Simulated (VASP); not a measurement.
Runs of VASP 6.6.1 on NaF. The structure is that of space group Fm-3m (No. 225), or close to it. The cells are those of the table. 

```csv
task,level,potentials or basis,cell,cutoff (eV),gap on the mesh (eV),pressure (GPa),relaxed volume (Å³/atom)
single point,PBE,"VASP PAW PBE potentials, release 64 (Na_pv, F)","a = 3.323 Å, angles 60.0°, 2 atoms",520,6.08,-0.1,-
relaxation of cell and atoms,PBE,"VASP PAW PBE potentials, release 64 (Na_pv, F)","relaxed from a = 3.233 Å, angles 60.0°, 2 atoms",600,6.09,-0.1,12.95
single point,r2SCAN,"VASP PAW PBE potentials, release 64 (Na_pv, F)","a = 3.249 Å, angles 60.0°, 2 atoms",520,7.32,-0.8,-
single point,LDA,"VASP PAW LDA potentials, release 64 (Na_pv, F)","a = 3.184 Å, angles 60.0°, 2 atoms",520,(a),0.0,-
relaxation of cell and atoms,r2SCAN,"VASP PAW PBE potentials, release 64 (Na_pv, F)","relaxed from a = 3.323 Å, angles 60.0°, 2 atoms",600,(b),0.0,(c)
```

Alike in all rows: no spin polarisation; k mesh 8 × 8 × 8; smearing fermi-dirac 0.02 eV.

Task: Fill in the values left out.

Result: (a) 6.44; (b) 7.41; (c) 11.93.

Caveats: the PAW data sets were made with another functional, which shifts forces and pressure a little (some runs).

